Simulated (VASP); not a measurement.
Set up this calculation in VASP 6.6.1, as the native input.

| Item | Value |
| --- | --- |
| Task | dielectric tensor |
| Functional | PBEsol |
| Potentials or basis | VASP PAW PBE potentials, release 64 (Mo_sv, S) |
| Cutoff | 520 eV |
| k mesh | 10 × 10 × 3 |
| Occupations | gaussian, width 0.01 eV |
| Spin | no spin polarisation |
| Dipole correction | no |
| Further INCAR settings | ALGO = Normal; EDIFF = 1e-08 |

The structure of MoS2 lies in POSCAR:

```
MoS2
1.0
    3.1690000000      0.0000000000      0.0000000000
   -1.5845000000      2.7444345046      0.0000000000
    0.0000000000      0.0000000000     12.3240000000
Mo S
2 4
Direct
    0.6666666667      0.3333333333      0.7500000000
    0.3333333333      0.6666666667      0.2500000000
    0.6666666667      0.3333333333      0.3770000000
    0.3333333333      0.6666666667      0.8770000000
    0.6666666667      0.3333333333      0.1230000000
    0.3333333333      0.6666666667      0.6230000000
```

The input as run:

INCAR

```
SYSTEM = MoS2
PREC = Accurate
ENCUT = 520
EDIFF = 1E-8
ISMEAR = 0
SIGMA = 0.01
LREAL = .FALSE.
LASPH = .TRUE.
NELM = 80
ALGO = Normal
ISIF = 2
LWAVE = .FALSE.
LCHARG = .FALSE.
GGA = PS
LEPSILON = .TRUE.
```

KPOINTS

```
regular mesh
0
G
  10 10 3
  0 0 0
```

Potentials or basis: VASP PAW PBE potentials, release 64 (Mo_sv, S).

Run with:

```console
$ cat potpaw_PBE.64/Mo_sv/POTCAR potpaw_PBE.64/S/POTCAR > POTCAR
$ mpirun -np 1 vasp_std > vasp.out
```

It gave:

- Band gap on the k mesh: 0.90 eV (least direct gap 1.87 eV)
- Electronic dielectric tensor (diagonal): 15.28, 15.28, 6.64
- Born charges (mean of the diagonal): Mo -0.92; S +0.46 e

Caveat: an odd mesh through Γ misses points on the zone boundary, where band edges can lie.

Wall time 24 min on 1 thread of AMD EPYC 7R13 Processor (Zen 3), with other jobs on the host, peak memory 0.55 GiB.
